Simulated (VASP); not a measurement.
# RbBr (Pm-3m) in VASP: notebook

The runs below take RbBr through single point, relaxation of cell and atoms, with LDA.

Program: VASP 6.6.1. These are calculated values, not measurements. Logs are shortened: lines on timing, memory, paths and dates and some standing lists are left out, and cuts for length are marked.

## 1. The cell of the first run

Symmetry: Pm-3m, No. 221, cubic system. Conventional cell: a = 3.968 Å, b = 3.968 Å, c = 3.968 Å, α = 90.00°, β = 90.00°, γ = 90.00°. Within 4.5 Å of Rb (site symmetry m-3m) lie 8 Br at 3.44 Å and 6 Rb at 3.97 Å. Within 4.5 Å of Br (site symmetry m-3m) lie 8 Rb at 3.44 Å and 6 Br at 3.97 Å.

## 2. Single point, LDA

The input, INCAR:

```
ALGO = Normal
EDIFF = 1E-6
ENCUT = 520
ISIF = 2
ISMEAR = 0
LASPH = T
LCHARG = T
LELF = T
LREAL = F
LVHAR = T
LWAVE = F
NBANDS = 15
NELM = 60
PREC = Accurate
SIGMA = 0.02
```

The input, KPOINTS:

```
k-points
0
Gamma
  6 6 6
```

The input, POSCAR:

```
RbBr
1.0
    3.9675087118      0.0000000000      0.0000000000
    0.0000000000      3.9675087118      0.0000000000
    0.0000000000      0.0000000000      3.9675087118
Rb Br
1 1
Direct
    0.0000000000      0.0000000000      0.0000000000
    0.5000000000      0.5000000000      0.5000000000
```

Potentials or basis: VASP PAW LDA potentials, release 64 (Rb_sv, Br).

Command:

```
$ cat potpaw_LDA.64/Rb_sv/POTCAR potpaw_LDA.64/Br/POTCAR > POTCAR
$ mpirun -np 1 vasp_std > vasp.out
```

OUTCAR:

```text
EDIFF = 1E-6
   ENCUT = 520
   ISIF = 2
   ISMEAR = 0
   LASPH = T
   LREAL = F
   NELM = 60
   PREC = Accurate

 ion  position               nearest neighbor table
   1  0.000  0.000  0.000-   2 3.44   2 3.44   2 3.44   2 3.44   2 3.44   2 3.44   2 3.44   2 3.44

   2  0.500  0.500  0.500-   1 3.44   1 3.44   1 3.44   1 3.44   1 3.44   1 3.44   1 3.44   1 3.44

  LATTYP: Found a simple cubic cell.
 ALAT       =     3.9675087118

  Lattice vectors:

 A1 = (   3.9675087118,   0.0000000000,   0.0000000000)
 A2 = (   0.0000000000,   3.9675087118,   0.0000000000)
 A3 = (   0.0000000000,   0.0000000000,   3.9675087118)

Analysis of symmetry for initial positions (statically):
=====================================================================
 Subroutine PRICEL returns:
 Original cell was already a primitive cell.

 Routine SETGRP: Setting up the symmetry group for a
 simple cubic supercell.

 Subroutine GETGRP returns: Found 48 space group operations
 (whereof 48 operations were pure point group operations)
 out of a pool of 48 trial point group operations.

The static configuration has the point symmetry O_h .

Analysis of symmetry for dynamics (positions and initial velocities):
=====================================================================
 Subroutine PRICEL returns:
 Original cell was already a primitive cell.

 Routine SETGRP: Setting up the symmetry group for a
 simple cubic supercell.

 Subroutine GETGRP returns: Found 48 space group operations
 (whereof 48 operations were pure point group operations)
 out of a pool of 48 trial point group operations.

The dynamic configuration has the point symmetry O_h .

 Subroutine INISYM returns: Found 48 space group operations
 (whereof 48 operations are pure point group operations),
 and found     1 'primitive' translations

----------------------------------------------------------------------------------------

                                     Primitive cell

  volume of cell :      62.4531

  direct lattice vectors                    reciprocal lattice vectors
     3.967508712  0.000000000  0.000000000     0.252047336  0.000000000  0.000000000
     0.000000000  3.967508712  0.000000000     0.000000000  0.252047336  0.000000000
     0.000000000  0.000000000  3.967508712     0.000000000  0.000000000  0.252047336

  length of vectors
     3.967508712  3.967508712  3.967508712     0.252047336  0.252047336  0.252047336

  position of ions in fractional coordinates (direct lattice)
     0.000000000  0.000000000  0.000000000
     0.500000000  0.500000000  0.500000000

  ion indices of the primitive-cell ions
   primitive index   ion index
                 1           1
                 2           2

----------------------------------------------------------------------------------------

 KPOINTS: k-points

Automatic generation of k-mesh.
 Grid dimensions read from file:
 generate k-points for:    6    6    6

 Generating k-lattice:

  Cartesian coordinates                     Fractional coordinates (reciprocal lattice)
     0.042007889  0.000000000  0.000000000     0.166666667  0.000000000  0.000000000
     0.000000000  0.042007889  0.000000000     0.000000000  0.166666667  0.000000000
     0.000000000  0.000000000  0.042007889     0.000000000  0.000000000  0.166666667

  Length of vectors
     0.042007889  0.042007889  0.042007889

  Shift w.r.t. Gamma in fractional coordinates (k-lattice)
     0.000000000  0.000000000  0.000000000

 Subroutine IBZKPT returns following result:
 ===========================================

 Found     20 irreducible k-points:

 Following reciprocal coordinates:
            Coordinates               Weight
  0.000000  0.000000  0.000000      1.000000
  0.166667  0.000000  0.000000      6.000000
  0.333333  0.000000  0.000000      6.000000
  0.500000  0.000000  0.000000      3.000000
  0.166667  0.166667  0.000000     12.000000
  0.333333  0.166667  0.000000     24.000000
[... 12 lines left out ...]
  0.500000  0.500000  0.333333      6.000000
  0.500000  0.500000  0.500000      1.000000
   k-points           NKPTS =     20   k-points in BZ     NKDIM =     20   number of bands    NBANDS=     15
   number of dos      NEDOS =    301   number of ions     NIONS =      2
   total plane-waves  NPLWV =  27000
   dimension x,y,z NGX =    30 NGY =   30 NGZ =   30
   dimension x,y,z NGXF=    60 NGYF=   60 NGZF=   60
   ions per type =               1   1
   NGX,Y,Z   is equivalent  to a cutoff of  12.57, 12.57, 12.57 a.u.
   NGXF,Y,Z  is equivalent  to a cutoff of  25.14, 25.14, 25.14 a.u.
 SYSTEM =  unknown system
   PREC   = accura    normal or accurate (medium, high low for compatibility)
   ISTART =      0    job   : 0-new  1-cont  2-samecut
   ICHARG =      2    charge: 1-file 2-atom 10-const
   ISPIN  =      1    spin polarized calculation?
   LNONCOLLINEAR =      F non collinear calculations
   LSORBIT =      F    spin-orbit coupling
   LASPH  =      T    aspherical Exc in radial PAW
   ENCUT  =  520.0 eV  38.22 Ry    6.18 a.u.   7.38  7.38  7.38*2*pi/ulx,y,z
   NELM   =     60;   NELMIN=  2; NELMDL= -5     # of ELM steps
   EDIFF  = 0.1E-05   stopping-criterion for ELM
   LREAL  =      F    real-space projection
   EDIFFG = 0.1E-04   stopping-criterion for IOM
   NSW    =      0    number of steps for IOM
   IBRION =     -1    ionic relax: 0-MD 1-quasi-New 2-CG
   NFREE  =      0    steps in history (QN), initial steepest desc. (CG)
   ISIF   =      2    stress and relaxation
   ISYM   =      2    0-nonsym 1-usesym 2-fastsym
   POTIM  = 0.5000    time-step for ionic-motion
   TEBEG  =    0.0;   TEEND  =   0.0 temperature during run
   PSTRESS=    0.0 pullay stress
   NELECT =      16.0000    total number of electrons
   NUPDOWN=      -1.0000    fix difference up-down
   EMIN   =  10.00;   EMAX   =-10.00  energy-range for DOS
   EFERMI =   0.00;   METHOD = LEGACY
   ISMEAR =     0;   SIGMA  =   0.02  broadening in eV -4-tet -1-fermi 0-gaus
   EFERMI_NEDOS =   21; number of points for ismear=-14 and -15
   IALGO  =     38    algorithm
   IMIX   =      4    mixing-type and parameters
     AMIX     =   0.40;   BMIX     =  1.00
     AMIX_MAG =   1.60;   BMIX_MAG =  1.00
  volume/ion in A,a.u.               =      31.23       210.73
  Fermi-wavevector in a.u.,A,eV,Ry     =   1.039753  1.964849 14.709078  1.081087
  Thomas-Fermi vector in A             =   2.174298
   LORBIT       =      0    0 simple, 1 ext, 2 COOP (PROOUT), +10 PAW based schemes
   GGA     = CA    functional components
   LHFCALC =     F    Hartree Fock is set to
   AEXX    =    0.0000 exact exchange contribution
   IVDW    =     0    specifies the selected vdW correction
   LEPSILON=     F    determine dielectric tensor
   LRPA    =     F    only Hartree local field effects (RPA)
 non-spin polarized calculation
 Gauss-broadening in eV      SIGMA  =   0.02
  energy-cutoff  :      520.00
  volume of cell :       62.45
 maximum number of plane-waves:      1743
 NGX is ok and might be reduce to    30
   NGX = 15   NGY = 15   NGZ = 15

 number of electron      15.9999999 magnetization

 Free energy of the ion-electron system (eV)
  ---------------------------------------------------
  ext. energy  EPLUGINS =         0.00000000
  ---------------------------------------------------
  free energy    TOTEN  =        -6.71974258 eV

  energy without entropy =       -6.71974258  energy(sigma->0) =       -6.71974258

 E-fermi :  -0.0356     XC(G=0):  -8.9035

 val. band max:       -0.2295041495   @ k =   0.5000   0.5000   0.0000
 cond. band min:       3.8974143957   @ k =   0.0000   0.0000   0.0000
 fundamental gap:      4.1269185453
 Fermi energy:        -0.0355607376

 k-point     1 :       0.0000    0.0000    0.0000
  band No.  band energies     occupation
      1     -25.0439      2.00000
      2     -13.0940      2.00000
      3      -9.0667      2.00000
      4      -9.0667      2.00000
      5      -9.0667      2.00000
      6      -0.3853      2.00000
      7      -0.3853      2.00000
      8      -0.3853      2.00000
      9       3.8974      0.00000
     10       4.9037      0.00000
     11       4.9037      0.00000
     12       9.8899      0.00000
     13       9.8899      0.00000
     14       9.8899      0.00000
     15      12.7806      0.00000

 k-point     2 :       0.1667    0.0000    0.0000
  band No.  band energies     occupation
      1     -25.0348      2.00000
      2     -13.0980      2.00000
      3      -9.1149      2.00000
      4      -9.0470      2.00000
      5      -9.0470      2.00000
      6      -1.0332      2.00000
      7      -0.4218      2.00000
      8      -0.4218      2.00000
      9       4.6497      0.00000
     10       5.1341      0.00000
     11       5.6597      0.00000
     12       9.7414      0.00000
     13       9.7414      0.00000
     14      10.0669      0.00000
     15      11.2747      0.00000

 k-point     3 :       0.3333    0.0000    0.0000
  band No.  band energies     occupation
      1     -25.0164      2.00000
      2     -13.1102      2.00000
      3      -9.1924      2.00000
      4      -9.0072      2.00000
      5      -9.0072      2.00000
      6      -1.9785      2.00000
      7      -0.4982      2.00000
      8      -0.4982      2.00000
      9       5.7787      0.00000
     10       6.0975      0.00000
     11       7.2070      0.00000
     12       9.3145      0.00000
     13       9.6979      0.00000
     14       9.6979      0.00000
     15      10.5132      0.00000

 k-point     4 :       0.5000    0.0000    0.0000
  band No.  band energies     occupation
      1     -25.0072      2.00000
      2     -13.1186      2.00000
      3      -9.2216      2.00000
      4      -8.9869      2.00000
      5      -8.9869      2.00000
      6      -2.3648      2.00000
      7      -0.5381      2.00000
      8      -0.5381      2.00000
      9       6.3675      0.00000
     10       7.1446      0.00000
     11       7.7866      0.00000
     12       8.2614      0.00000
     13       9.9023      0.00000
     14       9.9023      0.00000
     15      10.8269      0.00000
[... 235 lines left out ...]
 k-point    18 :       0.5000    0.3333    0.3333
  band No.  band energies     occupation
      1     -24.9594      2.00000
      2     -12.7699      2.00000
      3      -9.4368      2.00000
      4      -9.3400      2.00000
      5      -9.2972      2.00000
      6      -1.7687      2.00000
      7      -1.6455      2.00000
      8      -1.3641      2.00000
      9       6.7495      0.00000
     10       7.5085      0.00000
     11       7.5434      0.00000
     12       9.2224      0.00000
     13       9.2744      0.00000
     14       9.7144      0.00000
     15      12.4570      0.00000

 k-point    19 :       0.5000    0.5000    0.3333
  band No.  band energies     occupation
      1     -24.9516      2.00000
      2     -12.7198      2.00000
      3      -9.4336      2.00000
      4      -9.4336      2.00000
      5      -9.2858      2.00000
      6      -1.8137      2.00000
      7      -1.8137      2.00000
      8      -1.5935      2.00000
      9       6.9754      0.00000
     10       7.8936      0.00000
     11       7.8936      0.00000
     12       8.5925      0.00000
     13      10.0671      0.00000
     14      10.0671      0.00000
     15      12.4771      0.00000

 k-point    20 :       0.5000    0.5000    0.5000
  band No.  band energies     occupation
      1     -24.9439      2.00000
      2     -12.6798      2.00000
      3      -9.3953      2.00000
      4      -9.3953      2.00000
      5      -9.3953      2.00000
      6      -1.9385      2.00000
      7      -1.9385      2.00000
      8      -1.9385      2.00000
      9       8.1544      0.00000
     10       8.1544      0.00000
     11       8.1544      0.00000
     12       9.5484      0.00000
     13       9.5484      0.00000
     14       9.5484      0.00000
     15      12.5572      0.00000

------------------------ aborting loop because EDIFF is reached ----------------------------------------

  FORCE on cell =-STRESS in cart. coord.  units (eV):
  Direction    XX          YY          ZZ          XY          YZ          ZX
  --------------------------------------------------------------------------------------
  -------------------------------------------------------------------------------------
  Total        0.0279109      0.0279109      0.0279109     -0.0000000      0.0000000     -0.0000000
  in kB        0.7160292      0.7160292      0.7160292     -0.0000000      0.0000000     -0.0000000
  external PRESSURE =       0.7160292 kB  Pullay stress =       0.0000000 kB

 VOLUME and BASIS-vectors are now :
 -----------------------------------------------------------------------------
  energy-cutoff  :      520.00
  volume of cell :       62.45
      direct lattice vectors                 reciprocal lattice vectors
     3.967508712  0.000000000  0.000000000     0.252047336  0.000000000  0.000000000
     0.000000000  3.967508712  0.000000000     0.000000000  0.252047336  0.000000000
     0.000000000  0.000000000  3.967508712     0.000000000  0.000000000  0.252047336

 POSITION                                       TOTAL-FORCE (eV/Angst)
 -----------------------------------------------------------------------------------
      0.00000      0.00000      0.00000         0.000000      0.000000      0.000000
      1.98375      1.98375      1.98375         0.000000      0.000000      0.000000
 -----------------------------------------------------------------------------------
    total drift:                                0.000000      0.000000     -0.000000

  FREE ENERGIE OF THE ION-ELECTRON SYSTEM (eV)
  ---------------------------------------------------
  free  energy   TOTEN  =        -6.7197425829 eV

  energy  without entropy=       -6.7197425829  energy(sigma->0) =       -6.71974258
```

It took 14 s on 1 thread of Intel Xeon Platinum 8488C (Sapphire Rapids), shared host; peak memory 0.15 GiB.

What came out:

* Free energy: -6.7197 eV
* Pressure: 0.1 GPa
* Band gap on the k mesh: 4.13 eV, indirect (least direct gap 4.28 eV)

Levels at points of the mesh, in eV from the valence-band top:
```
           k point  band 5  band 6  band 7  band 8  band 9  band 10  band 11  band 12
(0.00, 0.00, 0.00)   -8.84   -0.16   -0.16   -0.16    4.13     5.13     5.13    10.12
(0.50, 0.00, 0.00)   -8.76   -2.14   -0.31   -0.31    6.60     7.37     8.02     8.49
(0.50, 0.50, 0.00)   -8.71   -1.21   -1.21    0.00    5.02     6.05     7.84     7.84
(0.50, 0.50, 0.50)   -9.17   -1.71   -1.71   -1.71    8.38     8.38     8.38     9.78
```

A k mesh can miss the band edges.

## 3. Single point, LDA

The input, INCAR:

```
SYSTEM = RbBr
ALGO     = Normal         ! electronic algorithm
EDIFF    = 1E-6           ! SCF threshold, eV
ENCUT    = 520            ! plane-wave cutoff, eV
GGA      = CA             ! functional
ISIF     = 2              ! what is computed and relaxed
ISMEAR   = 0              ! smearing method
LASPH    = .TRUE.         ! aspherical terms in the spheres
LCHARG   = .FALSE.        ! write CHGCAR
LREAL    = .FALSE.        ! projectors in reciprocal space
LWAVE    = .FALSE.        ! write WAVECAR
NBANDS   = 15             ! bands
NELM     = 100            ! most SCF steps
PREC     = Accurate       ! precision mode
SIGMA    = 0.02           ! smearing width, eV
```

The input, KPOINTS:

```
k-points
0
G
  6 6 6
  0 0 0
```

POSCAR is that of step 2.

Potentials or basis: VASP PAW LDA potentials, release 64 (Rb_sv, Br).

Command:

```
$ cat potpaw_LDA.64/Rb_sv/POTCAR potpaw_LDA.64/Br/POTCAR > POTCAR
$ mpirun -np 1 vasp_std > vasp.out
```

It took 12 s on 1 thread of Intel Xeon Platinum 8488C (Sapphire Rapids), shared host; peak memory 0.15 GiB.

It converged, with:

```
Free energy            : -6.7197 eV
Pressure               : 0.1 GPa
Band gap on the k mesh : 4.13 eV, indirect (least direct gap 4.28 eV)
```

Levels at points of the mesh, in eV from the valence-band top:
| k point | band 5 | band 6 | band 7 | band 8 | band 9 | band 10 | band 11 | band 12 |
| --- | --- | --- | --- | --- | --- | --- | --- | --- |
| (0.00, 0.00, 0.00) | -8.84 | -0.16 | -0.16 | -0.16 | 4.13 | 5.13 | 5.13 | 10.12 |
| (0.50, 0.00, 0.00) | -8.76 | -2.14 | -0.31 | -0.31 | 6.60 | 7.37 | 8.02 | 8.49 |
| (0.50, 0.50, 0.00) | -8.71 | -1.21 | -1.21 | 0.00 | 5.02 | 6.05 | 7.84 | 7.84 |
| (0.50, 0.50, 0.50) | -9.17 | -1.71 | -1.71 | -1.71 | 8.38 | 8.38 | 8.38 | 9.78 |

A k mesh can miss the band edges. LDA gaps usually lie below the measured ones, often by a third to a half.

## 4. Relaxation of cell and atoms, LDA

The input, INCAR:

```
SYSTEM = RbBr
ALGO = Normal
EDIFF = 1E-6
EDIFFG = -0.005
ENCUT = 600
GGA = CA
IBRION = 2
ISIF = 3
ISMEAR = 0
LASPH = .True.
LCHARG = .False.
LREAL = .False.
LWAVE = .False.
NELM = 100
NSW = 100
PREC = Accurate
SIGMA = 0.02
```

The input, KPOINTS:

```
k-points
0
Gamma
  6 6 6
  0 0 0
```

POSCAR is that of step 3.

Command:

```
$ cat potpaw_LDA.64/Rb_sv/POTCAR potpaw_LDA.64/Br/POTCAR > POTCAR
$ mpirun -np 1 vasp_std > vasp.out
```

It took 16 s on 1 thread of Intel Xeon Platinum 8488C (Sapphire Rapids), shared host; peak memory 0.16 GiB.

The run converged. Its results:

```
Free energy                            : -6.7198 eV
Relaxed volume                         : 31.33 Å³/atom
Relaxed cell                           : a = 3.972 Å, b = 3.972 Å, c = 3.972 Å, α = 90.00°, β = 90.00°, γ = 90.00°
Space group after relaxing (to 0.05 Å) : Pm-3m (No. 221)
Energy gained by relaxing              : 0.0 meV/atom
Ionic steps                            : 3
Pressure after relaxing                : 0.0 GPa
Band gap on the k mesh                 : 4.11 eV, indirect (least direct gap 4.27 eV)
```

Final structure:
```xyz
2
Lattice="3.9719 0.0000 0.0000 0.0000 3.9719 0.0000 0.0000 0.0000 3.9719" Properties=species:S:1:pos:R:3 pbc="T T T"
Rb    0.0000    0.0000    0.0000
Br    1.9860    1.9860    1.9860
```

Levels at points of the mesh, in eV from the valence-band top:
| k point | band 6 | band 7 | band 8 | band 9 | band 10 | band 11 |
| --- | --- | --- | --- | --- | --- | --- |
| (0.00, 0.00, 0.00) | -0.16 | -0.16 | -0.16 | 4.11 | 5.14 | 5.14 |
| (0.50, 0.00, 0.00) | -2.13 | -0.31 | -0.31 | 6.60 | 7.36 | 8.00 |
| (0.50, 0.50, 0.00) | -1.20 | -1.20 | 0.00 | 5.02 | 6.05 | 7.84 |
| (0.50, 0.50, 0.50) | -1.70 | -1.70 | -1.70 | 8.37 | 8.37 | 8.37 |

(Continued in part 2 of 2.)
